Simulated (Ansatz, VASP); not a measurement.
Tl: VASP beside Ansatz

The input INCAR:

```
SYSTEM = Tl
PREC = Accurate
ENCUT = 520
EDIFF = 1E-7
ISMEAR = 1
SIGMA = 1.0
LREAL = .FALSE.
LASPH = .TRUE.
NELM = 60
ALGO = Normal
ISIF = 2
LWAVE = .FALSE.
LCHARG = .FALSE.
GGA = PE
NBANDS = 20
```

The input KPOINTS:

```
Automatic mesh
0
G
  10 10 6
  0 0 0
```

The input POSCAR:

```
Tl
1.0
    3.5902820628      0.0000000000      0.0000000000
   -1.7951410314      3.1092754731      0.0000000000
    0.0000000000      0.0000000000      5.6419406004
Tl
2
Direct
    0.3333333333      0.6666666667      0.2500000000
    0.6666666667      0.3333333333      0.7500000000
```

Input for Ansatz:

```yaml
crystal:
  lattice:
    - [3.5902820628, 0.0, 0.0]
    - [-1.7951410314, 3.1092754731, 0.0]
    - [0.0, 0.0, 5.6419406004]
  atoms:
    - { symbol: Tl, position: [0.3333333333, 0.6666666667, 0.25] }
    - { symbol: Tl, position: [0.6666666667, 0.3333333333, 0.75] }
hamiltonian:
  xc: pbe
  pseudopotentials:
    kind: paw
    azcp:
      Tl: "pseudopotentials/Tl.paw.azcp"
basis:
  ecutwfc: 420
  fft_grid_basis: typed
kpoints:
  mp_grid: { grid: [10, 10, 6], shift: [0, 0, 0] }
magnetization:
  spin_polarized: false
scf:
  occupations: { method: methfessel_paxton, width: 1.0 }
  lower_state_search: "off"
output:
  stress: true
```

Alike in both runs: task single point; functional PBE; k mesh 10 × 10 × 6; occupations methfessel-paxton of order 1, width 1 eV; no spin polarisation.

|  | VASP | Ansatz |
| --- | --- | --- |
| version | VASP 6.6.1 | Ansatz 0.2.0 |
| potentials or method | VASP PAW PBE potentials, release 64 (Tl_d), cutoff 520 eV | plane waves (420 eV) with PAW, scalar-relativistic |
| valence electrons in the cell | 26 | 26 |

|  | VASP | Ansatz | Ansatz less VASP |
| --- | --- | --- | --- |
| pressure (GPa) | -0.1 | -0.1 | +0.06 |

With one functional, cell and mesh, what is left measures potentials, basis and numerics.

Neither program's run includes spin-orbit coupling.
